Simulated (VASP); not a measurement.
# Cs (I4/mmm) in VASP: further runs

The runs below take Cs through single point, with PBEsol.

Everything below comes from runs of VASP 6.6.1. Logs are shortened: lines on timing, memory, paths and dates and some standing lists are left out, and cuts for length are marked.

## Step 1: The cell of the first run

The structure is tetragonal, space group I4/mmm (No. 139). The conventional cell has a = 5.500 Å, b = 5.500 Å, c = 8.194 Å, α = 90.00°, β = 90.00°, γ = 90.00°.

## Step 2: Single point, PBEsol

INCAR reads:

```
PREC = Accurate
ENCUT = 520
EDIFF = 1E-7
ISMEAR = 0
SIGMA = 0.15
LREAL = F
LASPH = T
NELM = 100
ALGO = Normal
ISIF = 2
LWAVE = F
LCHARG = T
GGA = PS
LELF = T
LVHAR = T
NBANDS = 10
```

KPOINTS reads:

```
regular mesh
0
Gamma
  12 12 12
```

POSCAR reads:

```
Cs
1.0
   -2.7500754600      2.7500754600      4.0972389800
    2.7500754600     -2.7500754600      4.0972389800
    2.7500754600      2.7500754600     -4.0972389800
Cs
1
Direct
    0.0000000000      0.0000000000      0.0000000000
```

Potentials or basis: VASP PAW PBE potentials, release 64 (Cs_sv).

The run is started by

```sh
$ cat potpaw_PBE.64/Cs_sv/POTCAR > POTCAR
$ mpirun -np 1 vasp_std > vasp.out
```

OUTCAR:

```text
PREC = Accurate
   ENCUT = 520
   EDIFF = 1E-7
   ISMEAR = 0
   LREAL = F
   LASPH = T
   NELM = 100
   ISIF = 2
   GGA = PS

 ion  position               nearest neighbor table
   1  0.000  0.000  0.000-

  LATTYP: Found a body centered tetragonal cell.
 ALAT       =     5.5001509200
 C/A-ratio  =     1.4898642018

  Lattice vectors:

 A1 = (  -2.7500754600,   2.7500754600,   4.0972389800)
 A2 = (   2.7500754600,  -2.7500754600,   4.0972389800)
 A3 = (   2.7500754600,   2.7500754600,  -4.0972389800)

Analysis of symmetry for initial positions (statically):
=====================================================================
 Subroutine PRICEL returns:
 Original cell was already a primitive cell.

 Routine SETGRP: Setting up the symmetry group for a
 body centered tetragonal supercell.

 Subroutine GETGRP returns: Found 16 space group operations
 (whereof 16 operations were pure point group operations)
 out of a pool of 16 trial point group operations.

The static configuration has the point symmetry D_4h.

Analysis of symmetry for dynamics (positions and initial velocities):
=====================================================================
 Subroutine PRICEL returns:
 Original cell was already a primitive cell.

 Routine SETGRP: Setting up the symmetry group for a
 body centered tetragonal supercell.

 Subroutine GETGRP returns: Found 16 space group operations
 (whereof 16 operations were pure point group operations)
 out of a pool of 16 trial point group operations.

The dynamic configuration has the point symmetry D_4h.

 Subroutine INISYM returns: Found 16 space group operations
 (whereof 16 operations are pure point group operations),
 and found     1 'primitive' translations

----------------------------------------------------------------------------------------

                                     Primitive cell

  volume of cell :     123.9483

  direct lattice vectors                    reciprocal lattice vectors
    -2.750075460  2.750075460  4.097238980     0.000000000  0.181813193  0.122033399
     2.750075460 -2.750075460  4.097238980     0.181813193  0.000000000  0.122033399
     2.750075460  2.750075460 -4.097238980     0.181813193  0.181813193  0.000000000

  length of vectors
     5.649176695  5.649176695  5.649176695     0.218970746  0.218970746  0.257122683

  position of ions in fractional coordinates (direct lattice)
     0.000000000  0.000000000  0.000000000

  ion indices of the primitive-cell ions
   primitive index   ion index
                 1           1

----------------------------------------------------------------------------------------

 KPOINTS: regular mesh

Automatic generation of k-mesh.
 Grid dimensions read from file:
 generate k-points for:   12   12   12

 Generating k-lattice:

  Cartesian coordinates                     Fractional coordinates (reciprocal lattice)
     0.000000000  0.015151099  0.010169450     0.083333333 -0.000000000  0.000000000
     0.015151099  0.000000000  0.010169450    -0.000000000  0.083333333  0.000000000
     0.015151099  0.015151099  0.000000000     0.000000000  0.000000000  0.083333333

  Length of vectors
     0.018247562  0.018247562  0.021426890

  Shift w.r.t. Gamma in fractional coordinates (k-lattice)
     0.000000000  0.000000000  0.000000000

 Subroutine IBZKPT returns following result:
 ===========================================

 Found    163 irreducible k-points:

 Following reciprocal coordinates:
            Coordinates               Weight
  0.000000  0.000000  0.000000      1.000000
  0.083333  0.000000  0.000000      8.000000
  0.166667 -0.000000  0.000000      8.000000
  0.250000 -0.000000  0.000000      8.000000
  0.333333  0.000000  0.000000      8.000000
  0.416667 -0.000000  0.000000      8.000000
[... 16 lines left out ...]
  0.500000  0.166667  0.000000     16.000000
 -0.416667  0.166667 -0.000000     16.000000
 [... further k-points ...]
   k-points           NKPTS =    163   k-points in BZ     NKDIM =    163   number of bands    NBANDS=     10
   number of dos      NEDOS =    301   number of ions     NIONS =      1
   total plane-waves  NPLWV =  74088
   dimension x,y,z NGX =    42 NGY =   42 NGZ =   42
   dimension x,y,z NGXF=    84 NGYF=   84 NGZF=   84
   ions per type =               1
   NGX,Y,Z   is equivalent  to a cutoff of  12.36, 12.36, 12.36 a.u.
   NGXF,Y,Z  is equivalent  to a cutoff of  24.72, 24.72, 24.72 a.u.
 SYSTEM =  unknown system
   PREC   = accura    normal or accurate (medium, high low for compatibility)
   ISTART =      0    job   : 0-new  1-cont  2-samecut
   ICHARG =      2    charge: 1-file 2-atom 10-const
   ISPIN  =      1    spin polarized calculation?
   LNONCOLLINEAR =      F non collinear calculations
   LSORBIT =      F    spin-orbit coupling
   LASPH  =      T    aspherical Exc in radial PAW
   ENCUT  =  520.0 eV  38.22 Ry    6.18 a.u.  10.50 10.50 10.50*2*pi/ulx,y,z
   NELM   =    100;   NELMIN=  2; NELMDL= -5     # of ELM steps
   EDIFF  = 0.1E-06   stopping-criterion for ELM
   LREAL  =      F    real-space projection
   EDIFFG = 0.1E-05   stopping-criterion for IOM
   NSW    =      0    number of steps for IOM
   IBRION =     -1    ionic relax: 0-MD 1-quasi-New 2-CG
   NFREE  =      0    steps in history (QN), initial steepest desc. (CG)
   ISIF   =      2    stress and relaxation
   ISYM   =      2    0-nonsym 1-usesym 2-fastsym
   POTIM  = 0.5000    time-step for ionic-motion
   TEBEG  =    0.0;   TEEND  =   0.0 temperature during run
   PSTRESS=    0.0 pullay stress
   NELECT =       9.0000    total number of electrons
   NUPDOWN=      -1.0000    fix difference up-down
   EMIN   =  10.00;   EMAX   =-10.00  energy-range for DOS
   EFERMI =   0.00;   METHOD = LEGACY
   ISMEAR =     0;   SIGMA  =   0.15  broadening in eV -4-tet -1-fermi 0-gaus
   EFERMI_NEDOS =   21; number of points for ismear=-14 and -15
   IALGO  =     38    algorithm
   IMIX   =      4    mixing-type and parameters
     AMIX     =   0.40;   BMIX     =  1.00
     AMIX_MAG =   1.60;   BMIX_MAG =  1.00
  volume/ion in A,a.u.               =     123.95       836.44
  Fermi-wavevector in a.u.,A,eV,Ry     =   0.682981  1.290648  6.346621  0.466463
  Thomas-Fermi vector in A             =   1.762213
   LORBIT       =      0    0 simple, 1 ext, 2 COOP (PROOUT), +10 PAW based schemes
   GGA     = PS    functional components
   LHFCALC =     F    Hartree Fock is set to
   AEXX    =    0.0000 exact exchange contribution
   IVDW    =     0    specifies the selected vdW correction
   LEPSILON=     F    determine dielectric tensor
   LRPA    =     F    only Hartree local field effects (RPA)
 non-spin polarized calculation
 Gauss-broadening in eV      SIGMA  =   0.15
  energy-cutoff  :      520.00
  volume of cell :      123.95
 maximum number of plane-waves:      3372
   NGX = 21   NGY = 21   NGZ = 21

 number of electron       9.0000001 magnetization

 Free energy of the ion-electron system (eV)
  ---------------------------------------------------
  ext. energy  EPLUGINS =         0.00000000
  ---------------------------------------------------
  free energy    TOTEN  =        -0.93858219 eV

  energy without entropy =       -0.92444060  energy(sigma->0) =       -0.93151140

 E-fermi :   0.1947     XC(G=0):  -5.2849

 val. band max:        0.1901537698   @ k =   0.5000  -0.0000   0.0000
 cond. band min:       0.1972848166   @ k =   0.5000   0.1667   0.0833
 fundamental gap:      0.0071310468
 Fermi energy:         0.1947303953

 k-point     1 :       0.0000    0.0000    0.0000
  band No.  band energies     occupation
      1     -23.6908      2.00000
      2     -10.4221      2.00000
      3     -10.4206      2.00000
      4     -10.4206      2.00000
      5      -1.4065      2.00000
      6       2.5107      0.00000
      7       2.6762      0.00000
      8       2.6762      0.00000
      9       3.4644      0.00000
     10       3.7892      0.00000

 k-point     2 :       0.0833    0.0000    0.0000
  band No.  band energies     occupation
      1     -23.6905      2.00000
      2     -10.4284      2.00000
      3     -10.4229      2.00000
      4     -10.4213      2.00000
      5      -1.3388      2.00000
      6       2.4533      0.00000
      7       2.6231      0.00000
      8       2.7107      0.00000
      9       3.4150      0.00000
     10       3.7147      0.00000

 k-point     3 :       0.1667   -0.0000    0.0000
  band No.  band energies     occupation
      1     -23.6897      2.00000
      2     -10.4480      2.00000
      3     -10.4263      2.00000
      4     -10.4233      2.00000
      5      -1.1416      2.00000
      6       2.1676      0.00000
      7       2.6378      0.00000
      8       2.7840      0.00000
      9       3.3651      0.00000
     10       3.5882      0.00000

 k-point     4 :       0.2500   -0.0000    0.0000
  band No.  band energies     occupation
      1     -23.6887      2.00000
      2     -10.4746      2.00000
      3     -10.4309      2.00000
      4     -10.4259      2.00000
      5      -0.8328      2.00000
      6       1.8105      0.00000
      7       2.5952      0.00000
      8       2.7967      0.00000
      9       3.4909      0.00000
     10       3.6050      0.00000
[... 222 lines left out ...]
 k-point    22 :       0.4167    0.1667    0.0000
  band No.  band energies     occupation
      1     -23.6861      2.00000
      2     -10.5167      2.00000
      3     -10.4535      2.00000
      4     -10.4417      2.00000
      5       0.3964      0.05727
      6       0.9590      0.00000
      7       2.0716      0.00000
      8       2.6342      0.00000
      9       3.8942      0.00000
     10       4.1092      0.00000

 k-point    23 :       0.5000    0.1667    0.0000
  band No.  band energies     occupation
      1     -23.6861      2.00000
      2     -10.5171      2.00000
      3     -10.4500      2.00000
      4     -10.4437      2.00000
      5       0.3205      0.23583
      6       1.0092      0.00000
      7       2.1025      0.00000
      8       2.6517      0.00000
      9       3.7688      0.00000
     10       4.3495      0.00000

 k-point    24 :      -0.4167    0.1667   -0.0000
  band No.  band energies     occupation
      1     -23.6866      2.00000
      2     -10.5066      2.00000
      3     -10.4447      2.00000
      4     -10.4434      2.00000
      5      -0.0781      1.98990
      6       1.3281      0.00000
      7       2.1681      0.00000
      8       2.7132      0.00000
      9       3.5757      0.00000
     10       4.2966      0.00000

 [... further k-points ...]

------------------------ aborting loop because EDIFF is reached ----------------------------------------

  FORCE on cell =-STRESS in cart. coord.  units (eV):
  Direction    XX          YY          ZZ          XY          YZ          ZX
  --------------------------------------------------------------------------------------
  -------------------------------------------------------------------------------------
  Total       -0.1599087     -0.1599087     -0.1841076      0.0000000     -0.0000000      0.0000000
  in kB       -2.0670084     -2.0670084     -2.3798070      0.0000000     -0.0000000      0.0000000
  external PRESSURE =      -2.1712746 kB  Pullay stress =       0.0000000 kB

 VOLUME and BASIS-vectors are now :
 -----------------------------------------------------------------------------
  energy-cutoff  :      520.00
  volume of cell :      123.95
      direct lattice vectors                 reciprocal lattice vectors
    -2.750075460  2.750075460  4.097238980     0.000000000  0.181813193  0.122033399
     2.750075460 -2.750075460  4.097238980     0.181813193  0.000000000  0.122033399
     2.750075460  2.750075460 -4.097238980     0.181813193  0.181813193  0.000000000

 POSITION                                       TOTAL-FORCE (eV/Angst)
 -----------------------------------------------------------------------------------
      0.00000      0.00000      0.00000         0.000000      0.000000     -0.000000
 -----------------------------------------------------------------------------------
    total drift:                               -0.000000      0.000000     -0.000000

  FREE ENERGIE OF THE ION-ELECTRON SYSTEM (eV)
  ---------------------------------------------------
  free  energy   TOTEN  =        -0.9385821947 eV

  energy  without entropy=       -0.9244406027  energy(sigma->0) =       -0.93151140
```

It took 2.7 min on 1 thread of Intel Xeon Platinum 8259CL at 2.50GHz (Skylake/Cascade Lake), shared host; peak memory 0.37 GiB.

Results:

| Property | Result |
| --- | --- |
| Free energy | -0.9386 eV |
| Pressure | -0.2 GPa |
| Band gap on the k mesh | zero (an odd number of electrons rules out a gap without spin polarisation) |

Caveat: the PAW data sets were made with another functional, which shifts forces and pressure a little; spin-orbit coupling is left out, which moves the levels of the heavy elements.

## Step 3: Single point, PBEsol

INCAR reads:

```
PREC = Accurate
ENCUT = 520
EDIFF = 1E-7
ISMEAR = 0
SIGMA = 0.15
LREAL = False
LASPH = True
NELM = 100
ALGO = Normal
ISIF = 2
LWAVE = False
LCHARG = True
GGA = PS
LELF = True
LVHAR = True
NBANDS = 10
```

KPOINTS reads:

```
Automatic mesh
0
Gamma
  14 14 14
```

POSCAR is that of step 2.

Potentials or basis: VASP PAW PBE potentials, release 64 (Cs_sv).

The run is started by

```sh
$ cat potpaw_PBE.64/Cs_sv/POTCAR > POTCAR
$ mpirun -np 1 vasp_std > vasp.out
```

Wall time 3.9 min (1 thread of Intel Xeon Platinum 8259CL at 2.50GHz (Skylake/Cascade Lake), shared host); peak memory 0.45 GiB.

The run converged. Its results:

```yaml
Free_energy: -0.9386 eV
Pressure: -0.2 GPa
Band_gap_on_the_k_mesh: zero (an odd number of electrons rules out a gap without spin polarisation)
```

Levels at points of the mesh, in eV from the Fermi level:
```csv
k point,band 3,band 4,band 5,band 6,band 7,band 8
"(0.00, 0.00, 0.00)",-10.62,-10.62,-1.60,2.31,2.48,2.48
"(0.50, 0.00, 0.00)",-10.64,-10.63,-0.01,0.70,2.17,2.40
"(0.50, 0.50, 0.00)",-10.67,-10.65,0.36,1.06,1.41,3.67
"(0.50, 0.50, 0.50)",-10.65,-10.65,0.25,1.15,1.15,3.96
```

Caveat: the PAW data sets were made with another functional, which shifts forces and pressure a little; spin-orbit coupling is left out, which moves the levels of the heavy elements.
